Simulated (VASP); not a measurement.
A run of VASP 6.6.1 is set up as follows.

Contents of INCAR:

```
SYSTEM = AlN
PREC = Accurate
ENCUT = 520
EDIFF = 1E-6
ISMEAR = 0
SIGMA = 0.05
LREAL = .False.
LASPH = .True.
NELM = 100
ALGO = Normal
ISIF = 2
LWAVE = .False.
LCHARG = .False.
GGA = PS
NBANDS = 16
```

Contents of KPOINTS:

```
regular mesh
0
Gamma
  12 12 8
  0 0 0
```

File POSCAR:

```
AlN
1.0
    3.1107381234      0.0000000000      0.0000000000
   -1.5553690617      2.6939782394      0.0000000000
    0.0000000000      0.0000000000      4.9788426555
Al N
2 2
Direct
    0.3333333333      0.6666666667      0.0015510624
    0.6666666667      0.3333333333      0.5015510624
    0.3333333333      0.6666666667      0.3834489376
    0.6666666667      0.3333333333      0.8834489376
```

Potentials or basis: VASP PAW PBE potentials, release 64 (Al, N).

Run with:

```console
$ cat potpaw_PBE.64/Al/POTCAR potpaw_PBE.64/N/POTCAR > POTCAR
$ mpirun -np 1 vasp_std > vasp.out
```

(1) What does it give for the pressure?

(2) Predict the largest force.

Answers

(1) 0.5 GPa.

(2) 0.007 eV/Å.

Caveat: the PAW data sets were made with another functional, which shifts forces and pressure a little.

**The experiment to reproduce.**

“Self-assembly of well-separated AlN nanowires directly on sputtered metallic TiN films”, 2019, arxiv:1910.07391 quotes, for a bulk crystal of AlN at 10 K: band gap 6.034 eV (an exciton energy, a little under the gap).

Measured gap of AlN: 6.034 eV (an exciton energy, a little under the gap; 10 K; quoted in “Self-assembly of well-separated AlN nanowires directly on sputtered metallic TiN films”, 2019, arxiv:1910.07391). This calculation gives 4.14 eV (-1.90 eV). 2 values of this kind are on record (6.034 to 6.0343 eV); this one was drawn at random. The value is that of PBEsol on a finite k mesh, which can miss the band edges, without temperature or zero-point motion. Semilocal functionals fall short of measured gaps as a rule.
